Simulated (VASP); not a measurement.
BaTiO3: single point with PBE+U

The system is BaTiO3.

```xyz
5
Lattice="4.0082 0.0000 0.0000 0.0000 2.8733 2.8859 0.0000 -2.8733 2.8859" Properties=species:S:1:pos:R:3 pbc="T T T"
Ba    0.0000    0.0000    0.2716
Ti    2.0041    0.0000    2.9997
O     0.0000    0.0000    2.8376
O     2.0041   -1.4056    4.2619
O     2.0041    1.4056    4.2619
```

This cell differs from its parent crystal: all Ba atoms moved +0.225 Å, as atom 1 along Cartesian [0 0 1].

- Program: VASP 6.6.1
- Task: single point
- Functional: PBE
- Potentials or basis: VASP PAW PBE potentials, release 64 (Ba_sv, Ti_sv, O)
- Cutoff: 520 eV
- k mesh: 6 × 6 × 6
- Occupations: gaussian, width 0.05 eV
- Spin: no spin polarisation
- Hubbard terms: Ti d U = 4.0 eV
- Dipole correction: no
- Further INCAR settings: ALGO = Normal; EDIFF = 1e-06; NBANDS = 28

* Pressure: 5.5 GPa
* Largest force: 1.605 eV/Å
* Band gap on the k mesh: 2.56 eV (least direct gap 3.02 eV)

Forces in eV/Å, atoms in the order of the input:
```
Ba   0.000  0.000 -1.605
Ti   0.000  0.000  0.226
O    0.000  0.000  0.359
O    0.000 -0.308  0.510
O    0.000  0.308  0.510
```

Stress tensor (GPa, compression positive):
```
5.19 0.00 0.00
0.00 4.08 0.00
0.00 0.00 7.15
```

Levels at points of the mesh, in eV from the valence-band top:
| k point | band 17 | band 18 | band 19 | band 20 | band 21 | band 22 | band 23 | band 24 |
| --- | --- | --- | --- | --- | --- | --- | --- | --- |
| (0.00, 0.00, 0.00) | -1.06 | -0.46 | -0.46 | -0.46 | 2.56 | 2.67 | 2.76 | 4.13 |
| (0.50, 0.00, 0.00) | -1.64 | -1.36 | -1.04 | -1.02 | 2.80 | 3.87 | 4.07 | 4.10 |
| (0.00, 0.50, 0.00) | -1.75 | -1.52 | -0.89 | -0.80 | 2.69 | 3.97 | 3.97 | 4.12 |
| (0.50, 0.50, 0.00) | -1.82 | -0.81 | -0.80 | -0.08 | 4.00 | 4.01 | 4.41 | 4.55 |
| (0.00, 0.50, 0.50) | -1.78 | -0.93 | -0.89 | -0.09 | 3.98 | 4.02 | 4.32 | 4.85 |
| (0.50, 0.50, 0.50) | -2.23 | -0.14 | -0.12 | 0.00 | 4.53 | 4.54 | 4.64 | 6.53 |

Eigenvalues of the final occupation matrices:
| site | spin | trace | eigenvalues |
| --- | --- | --- | --- |
| site 2 d | 1 | 0.81 | 0.11 0.11 0.11 0.23 0.24 |
| site 2 d | 2 | 0.81 | 0.11 0.11 0.11 0.23 0.24 |

Wall time 54 s on 1 thread of AMD EPYC 9R45 96-Core Processor (Zen 5), with other jobs on the host, peak memory 0.21 GiB.

Caveat: the cell differs from its parent crystal (all Ba atoms moved +0.225 Å, as atom 1 along Cartesian [0 0 1]); the cell stands under pressure; spin-orbit coupling is left out, which moves the levels of the heavy elements; forces of over 1 eV/Å act on the atoms, so gaps and moduli don't describe the material at rest. A k mesh can miss the band edges.
